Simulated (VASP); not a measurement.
A run of VASP 6.6.1 is set up as follows.

Contents of INCAR:

```
ALGO     = Normal         # electronic algorithm
EDIFF    = 1E-7           # SCF threshold, eV
ENCUT    = 520            # plane-wave cutoff, eV
GGA      = PE             # functional
ISIF     = 2              # what is computed and relaxed
ISMEAR   = 0              # smearing method
LASPH    = True           # aspherical terms in the spheres
LCHARG   = True           # write CHGCAR
LELF     = True           # ELF
LREAL    = False          # projectors in reciprocal space
LVHAR    = True         
LWAVE    = False          # write WAVECAR
NBANDS   = 45             # bands
NELM     = 100            # most SCF steps
PREC     = Accurate       # precision mode
SIGMA    = 0.05           # smearing width, eV
```

The input KPOINTS:

```
k-points
0
Gamma
  6 6 6
```

POSCAR

```
LiNbO3
1.0
    2.5948427099      1.4981331371      4.6721811297
   -2.5948427099      1.4981331371      4.6721811297
    0.0000000000     -2.9962662741      4.6721811297
Li Nb O
2 2 6
Direct
    0.2816289705      0.2816289705      0.2816289705
    0.7816289705      0.7816289705      0.7816289705
    0.0048053470      0.0146509172     -0.0106975362
    0.5048053470      0.5146509172      0.4893024638
    0.1105883052      0.3579662670      0.7210657481
    0.7210657481      0.1105883052      0.3579662670
    0.3579662670      0.7210657481      0.1105883052
    0.2210657481      0.8579662670      0.6105883052
    0.8579662670      0.6105883052      0.2210657481
    0.6105883052      0.2210657481      0.8579662670
```

Potentials or basis: VASP PAW PBE potentials, release 64 (Li_sv, Nb_sv, O).

Run with:

```sh
$ cat potpaw_PBE.64/Li_sv/POTCAR potpaw_PBE.64/Nb_sv/POTCAR potpaw_PBE.64/O/POTCAR > POTCAR
$ mpirun -np 1 vasp_std > vasp.out
```

(1) What does it give for the largest force?

(2) Estimate the band gap on the k mesh.

Results:

(1) 1.680 eV/Å.

(2) 3.59 eV.

Caveat: the cell differs from its parent crystal (all Nb atoms moved +0.075 Å, as atom 3 towards its neighbour atom 5 (O) at 1.884 Å); forces of over 1 eV/Å act on the atoms, so gaps and moduli don't describe the material at rest.
